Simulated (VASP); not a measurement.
# Zr (Im-3m) in VASP: single point with r2SCAN

Aim: the single point of Zr with r2SCAN.

Program: VASP 6.6.1. These are calculated values, not measurements. Logs are shortened: lines on timing, memory, paths and dates and some standing lists are left out, and cuts for length are marked.

**1. The cell of the first run**

The structure is cubic, space group Im-3m (No. 229). The conventional cell has a = 3.583 Å, b = 3.583 Å, c = 3.583 Å, α = 90.00°, β = 90.00°, γ = 90.00°. Zr (site symmetry m-3m) has 14 Zr at 3.10 to 3.58 Å within 4.1 Å.

**2. Single point, r2SCAN**

Contents of POSCAR:

```
Zr
1.0
   -1.7912879533      1.7912879533      1.7912879533
    1.7912879533     -1.7912879533      1.7912879533
    1.7912879533      1.7912879533     -1.7912879533
Zr
1
Direct
    0.0000000000      0.0000000000      0.0000000000
```

Contents of INCAR.step1:

```
PREC     = Accurate       # precision mode
ENCUT    = 520            # plane-wave cutoff, eV
ISMEAR   = 0              # smearing method
SIGMA    = 0.05           # smearing width, eV
LREAL    = F              # projectors in reciprocal space
LASPH    = T              # aspherical terms in the spheres
NELM     = 100            # most SCF steps
NBANDS   = 12             # bands
GGA      = PE             # functional
ALGO     = Normal         # electronic algorithm
EDIFF    = 1E-4           # SCF threshold, eV
LWAVE    = T              # write WAVECAR
LCHARG   = F              # write CHGCAR
```

Contents of INCAR.step2:

```
PREC     = Accurate       # precision mode
ENCUT    = 520            # plane-wave cutoff, eV
EDIFF    = 1E-6           # SCF threshold, eV
ISMEAR   = 0              # smearing method
SIGMA    = 0.05           # smearing width, eV
LREAL    = F              # projectors in reciprocal space
LASPH    = T              # aspherical terms in the spheres
NELM     = 100            # most SCF steps
ALGO     = Normal         # electronic algorithm
ISIF     = 2              # what is computed and relaxed
LWAVE    = F              # write WAVECAR
LCHARG   = F              # write CHGCAR
METAGGA  = R2SCAN         # meta-GGA
LMIXTAU  = T            
NBANDS   = 12             # bands
ISTART   = 1
```

Contents of KPOINTS:

```
regular mesh
0
Gamma
  16 16 16
```

Potentials or basis: VASP PAW PBE potentials, release 64 (Zr_sv).

Started as:

```sh
$ cat potpaw_PBE.64/Zr_sv/POTCAR > POTCAR
$ cp INCAR.step1 INCAR
$ mpirun -np 1 vasp_std > vasp.out
$ cp INCAR.step2 INCAR
$ mpirun -np 1 vasp_std > vasp.out
```

OUTCAR:

```text
PREC = Accurate
   ENCUT = 520
   EDIFF = 1E-6
   ISMEAR = 0
   LREAL = F
   LASPH = T
   NELM = 100
   ISIF = 2
   METAGGA = R2SCAN
   ISTART = 1

 ion  position               nearest neighbor table
   1  0.000  0.000  0.000-

  LATTYP: Found a body centered cubic cell.
 ALAT       =     3.5825759066

  Lattice vectors:

 A1 = (  -1.7912879533,   1.7912879533,   1.7912879533)
 A2 = (   1.7912879533,  -1.7912879533,   1.7912879533)
 A3 = (   1.7912879533,   1.7912879533,  -1.7912879533)

Analysis of symmetry for initial positions (statically):
=====================================================================
 Subroutine PRICEL returns:
 Original cell was already a primitive cell.

 Routine SETGRP: Setting up the symmetry group for a
 body centered cubic supercell.

 Subroutine GETGRP returns: Found 48 space group operations
 (whereof 48 operations were pure point group operations)
 out of a pool of 48 trial point group operations.

The static configuration has the point symmetry O_h .

Analysis of symmetry for dynamics (positions and initial velocities):
=====================================================================
 Subroutine PRICEL returns:
 Original cell was already a primitive cell.

 Routine SETGRP: Setting up the symmetry group for a
 body centered cubic supercell.

 Subroutine GETGRP returns: Found 48 space group operations
 (whereof 48 operations were pure point group operations)
 out of a pool of 48 trial point group operations.

The dynamic configuration has the point symmetry O_h .

 Subroutine INISYM returns: Found 48 space group operations
 (whereof 48 operations are pure point group operations),
 and found     1 'primitive' translations

----------------------------------------------------------------------------------------

                                     Primitive cell

  volume of cell :      22.9909

  direct lattice vectors                    reciprocal lattice vectors
    -1.791287953  1.791287953  1.791287953     0.000000000  0.279128768  0.279128768
     1.791287953 -1.791287953  1.791287953     0.279128768  0.000000000  0.279128768
     1.791287953  1.791287953 -1.791287953     0.279128768  0.279128768  0.000000000

  length of vectors
     3.102601746  3.102601746  3.102601746     0.394747690  0.394747690  0.394747690

  position of ions in fractional coordinates (direct lattice)
     0.000000000  0.000000000  0.000000000

  ion indices of the primitive-cell ions
   primitive index   ion index
                 1           1

----------------------------------------------------------------------------------------

 KPOINTS: regular mesh

Automatic generation of k-mesh.
 Grid dimensions read from file:
 generate k-points for:   16   16   16

 Generating k-lattice:

  Cartesian coordinates                     Fractional coordinates (reciprocal lattice)
     0.000000000  0.017445548  0.017445548     0.062500000  0.000000000  0.000000000
     0.017445548  0.000000000  0.017445548     0.000000000  0.062500000  0.000000000
     0.017445548  0.017445548  0.000000000     0.000000000  0.000000000  0.062500000

  Length of vectors
     0.024671731  0.024671731  0.024671731

  Shift w.r.t. Gamma in fractional coordinates (k-lattice)
     0.000000000  0.000000000  0.000000000

 Subroutine IBZKPT returns following result:
 ===========================================

 Found    145 irreducible k-points:

 Following reciprocal coordinates:
            Coordinates               Weight
  0.000000  0.000000  0.000000      1.000000
  0.062500  0.000000  0.000000     12.000000
  0.125000  0.000000  0.000000     12.000000
  0.187500  0.000000  0.000000     12.000000
  0.250000  0.000000  0.000000     12.000000
  0.312500  0.000000  0.000000     12.000000
[... 16 lines left out ...]
  0.187500  0.187500  0.000000     24.000000
  0.250000  0.187500  0.000000     48.000000
 [... further k-points ...]
   k-points           NKPTS =    145   k-points in BZ     NKDIM =    145   number of bands    NBANDS=     12
   number of dos      NEDOS =    301   number of ions     NIONS =      1
   total plane-waves  NPLWV =  13824
   dimension x,y,z NGX =    24 NGY =   24 NGZ =   24
   dimension x,y,z NGXF=    48 NGYF=   48 NGZF=   48
   ions per type =               1
   NGX,Y,Z   is equivalent  to a cutoff of  12.86, 12.86, 12.86 a.u.
   NGXF,Y,Z  is equivalent  to a cutoff of  25.72, 25.72, 25.72 a.u.
 SYSTEM =  unknown system
   PREC   = accura    normal or accurate (medium, high low for compatibility)
   ISTART =      1    job   : 0-new  1-cont  2-samecut
   ICHARG =      0    charge: 1-file 2-atom 10-const
   ISPIN  =      1    spin polarized calculation?
   LNONCOLLINEAR =      F non collinear calculations
   LSORBIT =      F    spin-orbit coupling
   LASPH  =      T    aspherical Exc in radial PAW
   ENCUT  =  520.0 eV  38.22 Ry    6.18 a.u.   5.77  5.77  5.77*2*pi/ulx,y,z
   NELM   =    100;   NELMIN=  2; NELMDL=  0     # of ELM steps
   EDIFF  = 0.1E-05   stopping-criterion for ELM
   LREAL  =      F    real-space projection
   EDIFFG = 0.1E-04   stopping-criterion for IOM
   NSW    =      0    number of steps for IOM
   IBRION =     -1    ionic relax: 0-MD 1-quasi-New 2-CG
   NFREE  =      0    steps in history (QN), initial steepest desc. (CG)
   ISIF   =      2    stress and relaxation
   ISYM   =      2    0-nonsym 1-usesym 2-fastsym
   POTIM  = 0.5000    time-step for ionic-motion
   TEBEG  =    0.0;   TEEND  =   0.0 temperature during run
   PSTRESS=    0.0 pullay stress
   NELECT =      12.0000    total number of electrons
   NUPDOWN=      -1.0000    fix difference up-down
   EMIN   =  10.00;   EMAX   =-10.00  energy-range for DOS
   EFERMI =   0.00;   METHOD = LEGACY
   ISMEAR =     0;   SIGMA  =   0.05  broadening in eV -4-tet -1-fermi 0-gaus
   EFERMI_NEDOS =   21; number of points for ismear=-14 and -15
   IALGO  =     38    algorithm
   IMIX   =      4    mixing-type and parameters
     AMIX     =   0.40;   BMIX     =  1.00
     AMIX_MAG =   1.60;   BMIX_MAG =  1.00
  volume/ion in A,a.u.               =      22.99       155.15
  Fermi-wavevector in a.u.,A,eV,Ry     =   1.318105  2.490856 23.638755  1.737399
  Thomas-Fermi vector in A             =   2.448098
   LORBIT       =      0    0 simple, 1 ext, 2 COOP (PROOUT), +10 PAW based schemes
   METAGGA = R2SCAN    functional components
   LHFCALC =     F    Hartree Fock is set to
   AEXX    =    0.0000 exact exchange contribution
   IVDW    =     0    specifies the selected vdW correction
   LEPSILON=     F    determine dielectric tensor
   LRPA    =     F    only Hartree local field effects (RPA)
 non-spin polarized calculation
 Gauss-broadening in eV      SIGMA  =   0.05
  energy-cutoff  :      520.00
  volume of cell :       22.99
 maximum number of plane-waves:       637
   NGX = 11   NGY = 11   NGZ = 11

 number of electron      12.0000000 magnetization

 Free energy of the ion-electron system (eV)
  ---------------------------------------------------
  ext. energy  EPLUGINS =         0.00000000
  ---------------------------------------------------
  free energy    TOTEN  =       -22.63230039 eV

  energy without entropy =      -22.63013489  energy(sigma->0) =      -22.63121764

 E-fermi :   8.8791     XC(G=0): -12.0281

 val. band max:        8.8766453005   @ k =  -0.3125   0.3125   0.0625
 cond. band min:       8.8823251625   @ k =   0.3125   0.2500   0.0000
 fundamental gap:      0.0056798620
 Fermi energy:         8.8791297804

 k-point     1 :       0.0000    0.0000    0.0000
  band No.  band energies     occupation
      1     -41.3072      2.00000
      2     -18.0876      2.00000
      3     -18.0876      2.00000
      4     -18.0876      2.00000
      5       3.1405      2.00000
      6      10.1939      0.00000
      7      10.1939      0.00000
      8      10.1939      0.00000
      9      12.7481      0.00000
     10      12.7481      0.00000
     11      21.8416      0.00000
     12      21.8416      0.00000

 k-point     2 :       0.0625    0.0000    0.0000
  band No.  band energies     occupation
      1     -41.3007      2.00000
      2     -18.1308      2.00000
      3     -18.1005      2.00000
      4     -18.0880      2.00000
      5       3.2822      2.00000
      6      10.0955      0.00000
      7      10.1583      0.00000
      8      10.3285      0.00000
      9      12.5939      0.00000
     10      12.7455      0.00000
     11      21.9672      0.00000
     12      22.0996      0.00000

 k-point     3 :       0.1250    0.0000    0.0000
  band No.  band energies     occupation
      1     -41.2824      2.00000
      2     -18.2523      2.00000
      3     -18.1369      2.00000
      4     -18.0891      2.00000
      5       3.6886      2.00000
      6       9.8310      0.00000
      7      10.0053      0.00000
      8      10.7266      0.00000
      9      12.3091      0.00000
     10      12.7492      0.00000
     11      22.2546      0.00000
     12      22.8398      0.00000
[... 286 lines left out ...]
 k-point    23 :       0.1875    0.1875    0.0000
  band No.  band energies     occupation
      1     -41.1814      2.00000
      2     -18.8089      2.00000
      3     -18.3371      2.00000
      4     -18.1640      2.00000
      5       5.9937      2.00000
      6       8.5781      2.00000
      7       8.9596      0.02287
      8      12.0166      0.00000
      9      13.3838      0.00000
     10      13.7603      0.00000
     11      21.5787      0.00000
     12      22.9377      0.00000

 k-point    24 :       0.2500    0.1875    0.0000
  band No.  band energies     occupation
      1     -41.1554      2.00000
      2     -18.9139      2.00000
      3     -18.4242      2.00000
      4     -18.1779      2.00000
      5       6.5194      2.00000
      6       8.3411      2.00000
      7       8.9164      0.29165
      8      12.2234      0.00000
      9      13.4765      0.00000
     10      14.8708      0.00000
     11      20.6564      0.00000
     12      22.2053      0.00000

 [... further k-points ...]
[... 5 lines left out ...]
  --------------------------------------------------------------------------------------
  -------------------------------------------------------------------------------------
  Total        0.0037542      0.0037542      0.0037542      0.0000000     -0.0000000      0.0000000
  in kB        0.2616206      0.2616206      0.2616206      0.0000000     -0.0000000      0.0000000
  external PRESSURE =       0.2616206 kB  Pullay stress =       0.0000000 kB

 VOLUME and BASIS-vectors are now :
 -----------------------------------------------------------------------------
  energy-cutoff  :      520.00
  volume of cell :       22.99
      direct lattice vectors                 reciprocal lattice vectors
    -1.791287953  1.791287953  1.791287953     0.000000000  0.279128768  0.279128768
     1.791287953 -1.791287953  1.791287953     0.279128768  0.000000000  0.279128768
     1.791287953  1.791287953 -1.791287953     0.279128768  0.279128768  0.000000000

 POSITION                                       TOTAL-FORCE (eV/Angst)
 -----------------------------------------------------------------------------------
      0.00000      0.00000      0.00000         0.000000     -0.000000      0.000000
 -----------------------------------------------------------------------------------
    total drift:                               -0.000000     -0.000000      0.000000

  FREE ENERGIE OF THE ION-ELECTRON SYSTEM (eV)
  ---------------------------------------------------
  free  energy   TOTEN  =       -22.6323003945 eV

  energy  without entropy=      -22.6301348943  energy(sigma->0) =      -22.63121764
```

It took 2.4 min on 1 thread of AMD EPYC 7R43 (Zen 3), shared host; peak memory 0.14 GiB.

What came out:

- Free energy: -22.6323 eV
- Pressure: 0.0 GPa
- Band gap on the k mesh: zero (band 6 reaches 10.19 eV, above the bottom of band 7 at 8.11 eV)

Caveat: the PAW data sets were made with another functional, which shifts forces and pressure a little.
